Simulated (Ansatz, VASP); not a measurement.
**Two plane-wave programs on W**

```
CELL_PARAMETERS angstrom
0.00000 2.00743 2.00743
2.00743 0.00000 2.00743
2.00743 2.00743 0.00000
ATOMIC_POSITIONS crystal
W 0.00000 0.00000 0.00000
```

Alike in both runs: task single point; functional LDA; k mesh 22 × 22 × 22; occupations gaussian, width 0.15 eV; no spin polarisation.

|  | VASP | Ansatz |
| --- | --- | --- |
| version | VASP 6.6.1 | Ansatz 0.2.0 |
| potentials or method | VASP PAW LDA potentials, release 64 (W_sv), cutoff 520 eV | scalar-relativistic, plane waves, PAW |
| valence electrons in the cell | 14 | 14 |

|  | VASP | Ansatz | Ansatz less VASP |
| --- | --- | --- | --- |
| gap on the k mesh at the Fermi level (eV) | none | none | - |
| pressure (GPa) | -7.8 | -9.3 | -1.54 |

Ansatz warns that its potentials were made for another functional, while VASP's fit it. LDA's correlation is that of Perdew and Zunger in VASP and of Perdew and Wang (1992) in Ansatz. A gap of «none» marks a metal or a gap that the smearing closes.

Spin-orbit coupling is off throughout.
